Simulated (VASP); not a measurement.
# CoO (R-3m) in VASP: settings compared

CoO is run at these levels: PBEsol+D3(BJ), PBEsol+D4, PBEsol; tasks: relaxation of cell and atoms, single point.

Everything below comes from runs of VASP 6.6.1. Logs are shortened: lines on timing, memory, paths and dates and some standing lists are left out, and cuts for length are marked.

### 1 The cell of the first run

The structure is trigonal, space group R-3m (No. 166). Conventional cell: a = 3.011 Å, b = 3.011 Å, c = 7.320 Å, α = 90.00°, β = 90.00°, γ = 120.00°. Within 2.8 Å of Co (site symmetry -3m) lie 6 O at 2.12 Å. Within 2.8 Å of O (site symmetry -3m) lie 6 Co at 2.12 Å.

### 2 Relaxation of cell and atoms, PBEsol+D3(BJ), collinear spin, ferromagnetic start

Contents of INCAR:

```
PREC = Accurate
ENCUT = 600
EDIFF = 1E-6
ISMEAR = -1
SIGMA = 0.05
LREAL = F
LASPH = T
NELM = 150
ALGO = Normal
ISIF = 3
LWAVE = F
LCHARG = F
ISPIN = 2
MAGMOM = 2 0
LORBIT = 11
LMAXMIX = 4
GGA = PS
IVDW = 12
IBRION = 2
NSW = 60
EDIFFG = -0.01
```

Contents of KPOINTS:

```
Automatic mesh
0
Gamma
  11 11 11
```

Contents of POSCAR:

```
CoO
1.0
    1.5054695445      0.8691832468      2.4399269062
   -1.5054695445      0.8691832468      2.4399269062
    0.0000000000     -1.7383664936      2.4399269062
Co O
1 1
Direct
    0.0000000000      0.0000000000      0.0000000000
    0.5000000000      0.5000000000      0.5000000000
```

Potentials or basis: VASP PAW PBE potentials, release 64 (Co, O).

Started as:

```sh
$ cat potpaw_PBE.64/Co/POTCAR potpaw_PBE.64/O/POTCAR > POTCAR
$ mpirun -np 1 vasp_std > vasp.out
```

OUTCAR:

```text
PREC = Accurate
   ENCUT = 600
   EDIFF = 1E-6
   ISMEAR = -1
   LREAL = F
   LASPH = T
   NELM = 150
   ISIF = 3
   ISPIN = 2
   LORBIT = 11
   GGA = PS
   IVDW = 12
   IBRION = 2
   NSW = 60
   EDIFFG = -0.01
 IVDW          = 12

 ion  position               nearest neighbor table
   1  0.000  0.000  0.000-   2 2.12   2 2.12   2 2.12   2 2.12   2 2.12   2 2.12
   2  0.500  0.500  0.500-   1 2.12   1 2.12   1 2.12   1 2.12   1 2.12   1 2.12

  LATTYP: Found a trigonal (rhomboedric) cell.
 ALAT       =     2.9958573687
 COS(alpha) =     0.4949531368

  Lattice vectors:

 A1 = (   1.5054695445,   0.8691832468,   2.4399269062)
 A2 = (  -1.5054695445,   0.8691832468,   2.4399269062)
 A3 = (   0.0000000000,  -1.7383664936,   2.4399269062)

Analysis of symmetry for initial positions (statically):
=====================================================================
 Subroutine PRICEL returns:
 Original cell was already a primitive cell.

 Routine SETGRP: Setting up the symmetry group for a
 trigonal (rhombohedral) supercell.

 Subroutine GETGRP returns: Found 12 space group operations
 (whereof 12 operations were pure point group operations)
 out of a pool of 12 trial point group operations.

The static configuration has the point symmetry D_3d.

Analysis of symmetry for dynamics (positions and initial velocities):
=====================================================================
 Subroutine PRICEL returns:
 Original cell was already a primitive cell.

 Routine SETGRP: Setting up the symmetry group for a
 trigonal (rhombohedral) supercell.

 Subroutine GETGRP returns: Found 12 space group operations
 (whereof 12 operations were pure point group operations)
 out of a pool of 12 trial point group operations.

The dynamic configuration has the point symmetry D_3d.

Analysis of structural, dynamic, and magnetic symmetry:
=====================================================================
 Subroutine PRICEL returns:
 Original cell was already a primitive cell.

 Routine SETGRP: Setting up the symmetry group for a
 trigonal (rhombohedral) supercell.

 Subroutine GETGRP returns: Found 12 space group operations
 (whereof 12 operations were pure point group operations)
 out of a pool of 12 trial point group operations.

The overall configuration has the point symmetry D_3d.

 Subroutine INISYM returns: Found 12 space group operations
 (whereof 12 operations are pure point group operations),
 and found     1 'primitive' translations

----------------------------------------------------------------------------------------

                                     Primitive cell

  volume of cell :      19.1563

  direct lattice vectors                    reciprocal lattice vectors
     1.505469544  0.869183247  2.439926906     0.332122295  0.191750896  0.136616114
    -1.505469544  0.869183247  2.439926906    -0.332122295  0.191750896  0.136616114
     0.000000000 -1.738366494  2.439926906     0.000000000 -0.383501793  0.136616114

  length of vectors
     2.995857369  2.995857369  2.995857369     0.407108816  0.407108816  0.407108816

  position of ions in fractional coordinates (direct lattice)
     0.000000000  0.000000000  0.000000000
     0.500000000  0.500000000  0.500000000

  ion indices of the primitive-cell ions
   primitive index   ion index
                 1           1
                 2           2

----------------------------------------------------------------------------------------

 KPOINTS: Automatic mesh

Automatic generation of k-mesh.
 Grid dimensions read from file:
 generate k-points for:   11   11   11

 Generating k-lattice:

  Cartesian coordinates                     Fractional coordinates (reciprocal lattice)
     0.030192936  0.017431900  0.012419647     0.090909091  0.000000000  0.000000000
    -0.030192936  0.017431900  0.012419647     0.000000000  0.090909091  0.000000000
     0.000000000 -0.034863799  0.012419647     0.000000000  0.000000000  0.090909091

  Length of vectors
     0.037009892  0.037009892  0.037009892

  Shift w.r.t. Gamma in fractional coordinates (k-lattice)
     0.000000000  0.000000000  0.000000000

 Subroutine IBZKPT returns following result:
 ===========================================

 Found    146 irreducible k-points:

 Following reciprocal coordinates:
            Coordinates               Weight
  0.000000  0.000000  0.000000      1.000000
  0.090909  0.000000  0.000000      6.000000
  0.181818  0.000000  0.000000      6.000000
  0.272727 -0.000000  0.000000      6.000000
  0.363636 -0.000000 -0.000000      6.000000
  0.454545  0.000000 -0.000000      6.000000
[... 16 lines left out ...]
 -0.272727  0.181818  0.000000     12.000000
 -0.181818  0.181818  0.000000      6.000000
 [... further k-points ...]
   k-points           NKPTS =    146   k-points in BZ     NKDIM =    146   number of bands    NBANDS=     12
   number of dos      NEDOS =    301   number of ions     NIONS =      2
   total plane-waves  NPLWV =  13824
   dimension x,y,z NGX =    24 NGY =   24 NGZ =   24
   dimension x,y,z NGXF=    48 NGYF=   48 NGZF=   48
   ions per type =               1   1
   NGX,Y,Z   is equivalent  to a cutoff of  13.32, 13.32, 13.32 a.u.
   NGXF,Y,Z  is equivalent  to a cutoff of  26.64, 26.64, 26.64 a.u.
 SYSTEM =  unknown system
   PREC   = accura    normal or accurate (medium, high low for compatibility)
   ISTART =      0    job   : 0-new  1-cont  2-samecut
   ICHARG =      2    charge: 1-file 2-atom 10-const
   ISPIN  =      2    spin polarized calculation?
   LNONCOLLINEAR =      F non collinear calculations
   LSORBIT =      F    spin-orbit coupling
   LASPH  =      T    aspherical Exc in radial PAW
   ENCUT  =  600.0 eV  44.10 Ry    6.64 a.u.   5.98  5.98  5.98*2*pi/ulx,y,z
   NELM   =    150;   NELMIN=  2; NELMDL= -5     # of ELM steps
   EDIFF  = 0.1E-05   stopping-criterion for ELM
   LREAL  =      F    real-space projection
   EDIFFG = -.1E-01   stopping-criterion for IOM
   NSW    =     60    number of steps for IOM
   IBRION =      2    ionic relax: 0-MD 1-quasi-New 2-CG
   NFREE  =      1    steps in history (QN), initial steepest desc. (CG)
   ISIF   =      3    stress and relaxation
   ISYM   =      2    0-nonsym 1-usesym 2-fastsym
   POTIM  = 0.5000    time-step for ionic-motion
   TEBEG  =    0.0;   TEEND  =   0.0 temperature during run
   PSTRESS=    0.0 pullay stress
   NELECT =      15.0000    total number of electrons
   NUPDOWN=      -1.0000    fix difference up-down
   EMIN   =  10.00;   EMAX   =-10.00  energy-range for DOS
   EFERMI =   0.00;   METHOD = LEGACY
   ISMEAR =    -1;   SIGMA  =   0.05  broadening in eV -4-tet -1-fermi 0-gaus
   EFERMI_NEDOS =   21; number of points for ismear=-14 and -15
   IALGO  =     38    algorithm
   IMIX   =      4    mixing-type and parameters
     AMIX     =   0.40;   BMIX     =  1.00
     AMIX_MAG =   1.60;   BMIX_MAG =  1.00
  volume/ion in A,a.u.               =       9.58        64.64
  Fermi-wavevector in a.u.,A,eV,Ry     =   1.508927  2.851458 30.978555  2.276860
  Thomas-Fermi vector in A             =   2.619316
   LORBIT       =     11    0 simple, 1 ext, 2 COOP (PROOUT), +10 PAW based schemes
   GGA     = PS    functional components
   LHFCALC =     F    Hartree Fock is set to
   AEXX    =    0.0000 exact exchange contribution
   IVDW    =    12    specifies the selected vdW correction
   LEPSILON=     F    determine dielectric tensor
   LRPA    =     F    only Hartree local field effects (RPA)
 conjugate gradient relaxation of ions
 spin polarized calculation
  energy-cutoff  :      600.00
  volume of cell :       19.16
 maximum number of plane-waves:       651
   NGX = 11   NGY = 11   NGZ = 11

--------------------------------------- Ionic step        1  -------------------------------------------

 number of electron      15.0000005 magnetization       2.9100369

 Free energy of the ion-electron system (eV)
  ---------------------------------------------------
  ext. energy  EPLUGINS =         0.00000000
  ---------------------------------------------------
  free energy    TOTEN  =       -13.97377915 eV

  energy without entropy =      -13.94111002  energy(sigma->0) =      -13.95744458

------------------------ aborting loop because EDIFF is reached ----------------------------------------

 Edisp (eV)   -0.42265

 E8    (eV) :    -0.2583
[... 31 lines left out ...]
--------------------------------------- Ionic step        2  -------------------------------------------

 number of electron      15.0000005 magnetization       3.0014889

 E-fermi :   3.6397     XC(G=0): -10.7908

 val. band max:        3.6366882054   @ k =  -0.4545   0.4545   0.2727
 cond. band min:       3.6414585040   @ k =  -0.4545  -0.4545   0.2727
 fundamental gap:      0.0047702986
 Fermi energy:         3.6396908097

 spin component 1

 k-point     1 :       0.0000    0.0000    0.0000
  band No.  band energies     occupation
      1     -14.0228      1.00000
      2       0.5892      1.00000
      3       0.5892      1.00000
      4       0.9310      1.00000
      5       0.9310      1.00000
      6       1.0049      1.00000
      7       1.6307      1.00000
      8       1.6307      1.00000
      9       1.6660      1.00000
     10       3.2699      0.99939
     11      19.0506      0.00000
     12      19.1645      0.00000
[... 782 lines left out ...]
  FREE ENERGIE OF THE ION-ELECTRON SYSTEM (eV)
  ---------------------------------------------------
  free  energy   TOTEN  =       -13.9020874528 eV

  energy  without entropy=      -13.8639963568  energy(sigma->0) =      -13.88304190

[... ionic steps 4 to 13 ...]

--------------------------------------- Ionic step       14  -------------------------------------------

 number of electron      15.0000006 magnetization       2.9191842

------------------------ aborting loop because EDIFF is reached ----------------------------------------
[... 75 lines left out ...]
--------------------------------------- Ionic step       16  -------------------------------------------

 number of electron      15.0000006 magnetization       2.9189763

 Free energy of the ion-electron system (eV)
  ---------------------------------------------------
  ext. energy  EPLUGINS =         0.00000000
  ---------------------------------------------------
  free energy    TOTEN  =       -13.97000890 eV

  energy without entropy =      -13.93736858  energy(sigma->0) =      -13.95368874

 E-fermi :   7.8983     XC(G=0): -12.6929

 val. band max:        7.8965397573   @ k =  -0.4545   0.0909   0.0000
 cond. band min:       7.9008824530   @ k =  -0.1818   0.2727   0.1818
 fundamental gap:      0.0043426956
 Fermi energy:         7.8983482031

 spin component 1

 k-point     1 :       0.0000    0.0000    0.0000
  band No.  band energies     occupation
      1     -12.3784      1.00000
      2       4.6113      1.00000
      3       4.6113      1.00000
      4       4.6327      1.00000
      5       4.6327      1.00000
      6       4.6924      1.00000
      7       4.7371      1.00000
      8       4.7371      1.00000
      9       4.7837      1.00000
     10       8.7700      0.00000
     11      24.4849      0.00000
     12      25.7703      0.00000
[... 742 lines left out ...]
  FREE ENERGIE OF THE ION-ELECTRON SYSTEM (eV)
  ---------------------------------------------------
  free  energy   TOTEN  =       -14.4035216275 eV

  energy  without entropy=      -14.3708813048  energy(sigma->0) =      -14.38720147

 reached required accuracy - stopping structural energy minimisation

 total charge

# of ion       s       p       d       tot
------------------------------------------
    1        0.299   0.365   7.148   7.811
    2        1.547   3.403   0.000   4.950
--------------------------------------------------
tot          1.846   3.768   7.148  12.762

 magnetization (x)

# of ion       s       p       d       tot
------------------------------------------
    1        0.020   0.018   2.516   2.554
    2        0.029   0.283   0.000   0.312
--------------------------------------------------
tot          0.049   0.300   2.516   2.866
```

Wall time 11 min (1 thread of Intel Xeon 8259CL, shared host); peak memory 0.24 GiB.

Results:

* Free energy: -14.4035 eV
* Relaxed volume: 9.61 Å³/atom
* Relaxed cell: a = 2.997 Å, b = 2.997 Å, c = 2.997 Å, α = 60.41°, β = 60.41°, γ = 60.41°
* Space group after relaxing (to 0.1 Å): Fm-3m (No. 225)
* Pressure after relaxing: 0.1 GPa
* Net moment: 2.92 μB per cell
* Site moments: Co +2.55; O +0.31 μB
* Valence electrons inside the program's atomic spheres: Co 7.81; O 4.95
* Dispersion energy per atom: -0.217 eV

Stress tensor (GPa, compression positive):
```
 0.15  0.00  0.00
 0.00  0.15  0.00
 0.00  0.00 -0.06
```

Final structure:
```xyz
2
Lattice="1.5079 0.8706 2.4397 -1.5079 0.8706 2.4397 0.0000 -1.7412 2.4397" Properties=species:S:1:pos:R:3 pbc="T T T"
Co    0.0000    0.0000    0.0000
O     0.0000    0.0000    3.6596
```

Caveat: the PAW data sets were made with another functional, which shifts forces and pressure a little; a cell with one magnetic atom can't hold antiferromagnetic order, which such compounds often take; semilocal functionals often make such compounds metallic where correlation or magnetic order opens a gap, which also shifts bond lengths.

### 3 Relaxation of cell and atoms, PBEsol+D4, collinear spin, ferromagnetic start

Contents of INCAR:

```
SYSTEM = CoO
ALGO = Normal ; EDIFF = 1E-6
EDIFFG = -0.01 ; ENCUT = 600
GGA = PS ; IBRION = 2
ISIF = 3 ; ISMEAR = -1
ISPIN = 2 ; IVDW = 13
LASPH = .True. ; LCHARG = .False.
LMAXMIX = 4 ; LORBIT = 11
LREAL = .False. ; LWAVE = .False.
MAGMOM = 2 0 ; NELM = 150
NSW = 60 ; PREC = Accurate
SIGMA = 0.05
```

Contents of KPOINTS:

```
k-points
0
Gamma
  11 11 11
  0 0 0
```

POSCAR is that of step 2.

Potentials or basis: VASP PAW PBE potentials, release 64 (Co, O).

Started as:

```sh
$ cat potpaw_PBE.64/Co/POTCAR potpaw_PBE.64/O/POTCAR > POTCAR
$ mpirun -np 1 vasp_std > vasp.out
```

Run time: 13 min. Hardware: 1 thread of Intel Xeon 8259CL, shared host; peak memory 0.23 GiB.

It converged, with:

```yaml
Free_energy: -14.3547 eV
Relaxed_volume: 8.94 Å³/atom
Relaxed_cell: a = 2.840 Å, b = 2.840 Å, c = 2.840 Å, α = 64.78°, β = 64.78°, γ = 64.78°
Space_group_after_relaxing_to_0.1_Å: R-3m (No. 166)
Energy_gained_by_relaxing: 31.9 meV/atom
Ionic_steps: 19
Pressure_after_relaxing: -0.2 GPa
Net_moment: 2.66 μB per cell
Site_moments: Co +2.36; O +0.26 μB
Valence_electrons_inside_the_program's_atomic_spheres: Co 7.95; O 4.98
Dispersion_energy_per_atom: -0.166 eV
```

Stress tensor (GPa, compression positive):
```
-0.18  0.00  0.00
 0.00 -0.18  0.00
 0.00  0.00 -0.10
```

The path:
| step | energy change (eV) | largest force (eV/Å) | pressure (GPa) | volume (Å³) |
| --- | --- | --- | --- | --- |
| 1 | 0.0000 | 0.0000 | -12.04 | 19.16 |
| 2 | -0.0392 | 0.0000 | 4.40 | 17.23 |
| 3 | -0.0508 | 0.0000 | -0.06 | 17.83 |
| 4 | -0.0509 | 0.0000 | 0.00 | 17.81 |
| 5 | -0.0508 | 0.0000 | 0.58 | 17.78 |
| 6 | -0.0509 | 0.0000 | -0.35 | 17.86 |
| 7 | -0.0509 | 0.0000 | -0.22 | 17.83 |
| 8 | -0.0511 | 0.0000 | -0.18 | 17.83 |
| 9 | -0.0516 | 0.0000 | -0.35 | 17.84 |
| 10 | -0.0536 | 0.0000 | -0.63 | 17.85 |
| 11 | -0.0589 | 0.0000 | -1.34 | 17.87 |
| 12 | -0.0625 | 0.0000 | 5.03 | 17.88 |
| 13 | -0.0634 | 0.0000 | -1.64 | 17.88 |
| 14 | -0.0638 | 0.0000 | -0.92 | 17.89 |
| 15 | -0.0639 | 0.0000 | -0.42 | 17.89 |
| 16 | -0.0612 | 0.0000 | 1.58 | 17.44 |
| 17 | -0.0610 | 0.0000 | 0.86 | 17.78 |
| 18 | -0.0634 | 0.0000 | 5.37 | 17.85 |
| 19 | -0.0639 | 0.0000 | -0.15 | 17.88 |

Final structure:
```yaml
crystal:
  lattice:
    - [1.52110, 0.87821, 2.23117]
    - [-1.52110, 0.87821, 2.23117]
    - [0.00000, -1.75642, 2.23117]
  atoms:
    - { symbol: Co, position: [0.00000, 0.00000, 0.00000] }
    - { symbol: O, position: [0.50000, 0.50000, 0.50000] }
```

Levels at points of the mesh, in eV from the Fermi level:
Spin up:
| k point | band 5 | band 6 | band 7 | band 8 | band 9 | band 10 | band 11 | band 12 |
| --- | --- | --- | --- | --- | --- | --- | --- | --- |
| (0.00, 0.00, 0.00) | -3.42 | -3.12 | -3.12 | -3.08 | -2.81 | 1.33 | 16.76 | 17.66 |
Spin down:
```
           k point  band 2  band 3  band 4  band 5  band 6  band 7  band 8  band 9  band 10  band 11
(0.00, 0.00, 0.00)   -3.22   -3.22   -2.51   -1.51   -1.51   -1.02   -0.24   -0.24     1.88    16.75
```

Caveat: the PAW data sets were made with another functional, which shifts forces and pressure a little; a cell with one magnetic atom can't hold antiferromagnetic order, which such compounds often take; semilocal functionals often make such compounds metallic where correlation or magnetic order opens a gap, which also shifts bond lengths. With open d or f shells a metallic result of PBEsol can be an artefact of self-interaction; +U or a hybrid may open a gap.

### 4 Single point, PBEsol, collinear spin, ferromagnetic start (10.15 Å³/atom)

This run uses another cell than the first one, of 10.15 Å³/atom.

Contents of INCAR:

```
  PREC = Accurate
  ENCUT = 520
  EDIFF = 1E-6
  ISMEAR = -1
  SIGMA = 0.05
  LREAL = False
  LASPH = True
  NELM = 150
  ALGO = Normal
  ISIF = 2
  LWAVE = False
  LCHARG = False
  ISPIN = 2
  MAGMOM = 2 0
  LORBIT = 11
  LMAXMIX = 4
  GGA = PS
  NBANDS = 18
```

Contents of KPOINTS:

```
Automatic mesh
0
Gamma
  11 11 11
```

Contents of POSCAR:

```
CoO
1.0
    1.5349960513      0.8862303835      2.4877807593
   -1.5349960513      0.8862303835      2.4877807593
    0.0000000000     -1.7724607669      2.4877807593
Co O
1 1
Direct
    0.0000000000      0.0000000000      0.0000000000
    0.5000000000      0.5000000000      0.5000000000
```

Started as:

```sh
$ cat potpaw_PBE.64/Co/POTCAR potpaw_PBE.64/O/POTCAR > POTCAR
$ mpirun -np 1 vasp_std > vasp.out
```

Wall time 79 s (1 thread of Intel Xeon Platinum 8259CL at 2.50GHz (Skylake/Cascade Lake), shared host); peak memory 0.21 GiB.

Results (log left out):

| Item | Value |
| --- | --- |
| Free energy | -13.8738 eV |
| Pressure | -17.9 GPa |
| Band gap on the k mesh | zero (filled and empty bands overlap) |
| Net moment | 2.99 μB per cell |
| Site moments | Co +2.60; O +0.33 μB |
| Valence electrons inside the program's atomic spheres | Co 7.72; O 4.93 |

Stress tensor (GPa, compression positive):
```
-17.84   0.00   0.00
  0.00 -17.84   0.00
  0.00   0.00 -17.94
```

Levels at points of the mesh, in eV from the Fermi level:
Spin up:
```csv
k point,band 5,band 6,band 7,band 8,band 9,band 10,band 11,band 12,band 13,band 14
"(0.00, 0.00, 0.00)",-3.10,-3.06,-3.03,-3.03,-2.98,0.60,16.42,17.47,17.47,17.67
```
Spin down:
```tsv
k point	band 3	band 4	band 5	band 6	band 7	band 8	band 9	band 10
(0.00, 0.00, 0.00)	-2.41	-2.36	-1.01	-1.01	-0.99	-0.07	-0.07	1.16
```

Caveat: the cell stands under tension; the PAW data sets were made with another functional, which shifts forces and pressure a little; a cell with one magnetic atom can't hold antiferromagnetic order, which such compounds often take; semilocal functionals often make such compounds metallic where correlation or magnetic order opens a gap, which also shifts bond lengths. With open d or f shells a metallic result of PBEsol can be an artefact of self-interaction; +U or a hybrid may open a gap.

### 5 Summary

```csv
task,level,cell,cutoff (eV),gap on the mesh (eV),pressure (GPa),moment (μB),relaxed volume (Å³/atom)
relaxation of cell and atoms,PBEsol+D3(BJ),"relaxed from a = 2.996 Å, angles 60.3°, 2 atoms",600,none,0.1,2.92,9.61
relaxation of cell and atoms,PBEsol+D4,"relaxed from a = 2.996 Å, angles 60.3°, 2 atoms",600,none,-0.2,2.66,8.94
single point,PBEsol,"a = 3.055 Å, angles 60.3°, 2 atoms",520,none,-17.9,2.99,-
```

Alike in all rows: potentials or basis VASP PAW PBE potentials, release 64 (Co, O); spin collinear, ferromagnetic start; k mesh 11 × 11 × 11; smearing fermi-dirac 0.05 eV.

Caveats: the PAW data sets were made with another functional, which shifts forces and pressure a little; a cell with one magnetic atom can't hold antiferromagnetic order, which such compounds often take; semilocal functionals often make such compounds metallic where correlation or magnetic order opens a gap, which also shifts bond lengths; the cell stands under tension (at least some runs).

Total energies depend on the potentials used, so only differences within one code and one set of settings carry meaning.
